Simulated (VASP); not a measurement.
A run of VASP 6.6.1 is set up as follows.

Contents of INCAR:

```
SYSTEM = SnH
PREC = Accurate ; ENCUT = 520
EDIFF = 1E-6 ; ISMEAR = 0
SIGMA = 0.1 ; LREAL = .False.
LASPH = .True. ; NELM = 100
ALGO = Normal ; ISIF = 2
LWAVE = .False. ; LCHARG = .False.
GGA = PE ; NBANDS = 14
```

KPOINTS

```
regular mesh
0
Gamma
  18 18 18
  0 0 0
```

File POSCAR:

```
SnH
1.0
    3.1322179304      0.0000000000      0.0000000000
    0.0000000000      3.1322179304      0.0000000000
    0.0000000000      0.0000000000      3.1322179304
Sn H
1 1
Direct
    0.0000000000      0.0000000000      0.0000000000
    0.5000000000      0.5000000000      0.5000000000
```

Potentials or basis: VASP PAW PBE potentials, release 64 (Sn_d, H).

Launch:

```console
$ cat potpaw_PBE.64/Sn_d/POTCAR potpaw_PBE.64/H/POTCAR > POTCAR
$ mpirun -np 1 vasp_std > vasp.out
```

(1) What does it give for the pressure?

(2) Estimate the band gap on the k mesh.

## Answers

(1) -0.1 GPa.

(2) zero (an odd number of electrons rules out a gap without spin polarisation).

Caveat: spin-orbit coupling is left out, which moves the levels of the heavy elements.
